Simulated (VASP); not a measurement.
Runs of VASP 6.6.1 on Tb. The structure is that of space group Fm-3m (No. 225), or close to it. The cells are those of the table. 

| level | cell | gap on the mesh (eV) | pressure (GPa) | moment (μB) |
| --- | --- | --- | --- | --- |
| PBE | a = 3.516 Å, angles 60.0°, 1 atom | none | 1.0 | 5.87 |
| PBE | a = 3.491 Å, angles 60.0°, 1 atom | none | (a) | 5.87 |
| PBE | a = 3.540 Å, angles 60.0°, 1 atom | none | 0.7 | 5.87 |
| PBE | a = 3.587 Å, angles 60.0°, 1 atom | none | -0.5 | 5.87 |
| r2SCAN+D3(BJ) | a = 3.574 Å, angles 60.0°, 1 atom | none | (b) | 6.82 |

Alike in all rows: task single point; potentials or basis VASP PAW PBE potentials, release 64 (Tb); spin collinear, ferromagnetic start; k mesh 9 × 9 × 9; cutoff (eV) 520; smearing fermi-dirac 0.05 eV.

Question: Fill in the values left out.

Answer: (a) 1.9; (b) 0.1.

Caveats: the magnetic or orbital state may not be the lowest; spin-orbit coupling is left out, which moves the levels of the heavy elements; the PAW data sets were made with another functional, which shifts forces and pressure a little (some runs); pairwise dispersion overbinds metals, which lowers pressure and volume (some runs).

A k mesh can miss the band edges, and the runs leave out spin-orbit coupling on Tb.

A gap of «none» marks levels without a gap at the run's occupations.
